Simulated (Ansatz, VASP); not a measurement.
## One calculation of SnTe, two programs

File INCAR:

```
ALGO     = Normal         # electronic algorithm
EDIFF    = 1E-7           # SCF threshold, eV
ENCUT    = 520            # plane-wave cutoff, eV
GGA      = PS             # functional
ISIF     = 2              # what is computed and relaxed
ISMEAR   = -1             # smearing method
LASPH    = True           # aspherical terms in the spheres
LCHARG   = True           # write CHGCAR
LELF     = True           # ELF
LREAL    = False          # projectors in reciprocal space
LVHAR    = True         
LWAVE    = False          # write WAVECAR
NBANDS   = 17             # bands
NELM     = 60             # most SCF steps
PREC     = Accurate       # precision mode
SIGMA    = 0.05           # smearing width, eV
```

File KPOINTS:

```
k-points
0
Gamma
  7 7 7
```

The input POSCAR:

```
SnTe
1.0
    3.9560835241      0.0000000000      0.0000000000
    0.0000000000      3.9560835241      0.0000000000
    0.0000000000      0.0000000000      3.9560835241
Te Sn
1 1
Direct
    0.5000000000      0.5000000000      0.5000000000
    0.0000000000      0.0000000000      0.0000000000
```

Contents of input.yaml:

```yaml
crystal:
  lattice:
    - [3.9560835241, 0.0, 0.0]
    - [0.0, 3.9560835241, 0.0]
    - [0.0, 0.0, 3.9560835241]
  atoms:
    - { symbol: Te, position: [0.5, 0.5, 0.5] }
    - { symbol: Sn, position: [0.0, 0.0, 0.0] }
kpoints:
  mp_grid: { grid: [7, 7, 7] }
scf:
  occupations: { method: fermi_dirac, width: 0.05 }
hamiltonian:
  xc: pbesol
  pseudopotentials: { kind: all_electron, lapw: { basis_error: 0.001 } }
output:
  forces: true
  stress: true
  eigenvalues: true
```

Change from the starting cell: volume scaled by 1.04.

Alike in both runs: task single point; functional PBEsol; k mesh 7 × 7 × 7; occupations fermi-dirac, width 0.05 eV; no spin polarisation.

|  | VASP | Ansatz |
| --- | --- | --- |
| version | VASP 6.6.1 | Ansatz 0.2.0 |
| potentials or method | VASP PAW PBE potentials, release 64 (Te, Sn_d), cutoff 520 eV | all-electron LAPW, scalar-relativistic |

```csv
,VASP,Ansatz,Ansatz less VASP
gap on the k mesh at the Fermi level (eV),none,none,-
pressure (GPa),-4.8,-4.7,+0.03
```

VASP's potentials were made for PBE, not for PBEsol. A gap of «none» marks a metal or a gap that the smearing closes. Ansatz ran all-electron here, and VASP with PAW potentials.

Spin-orbit coupling is off throughout.
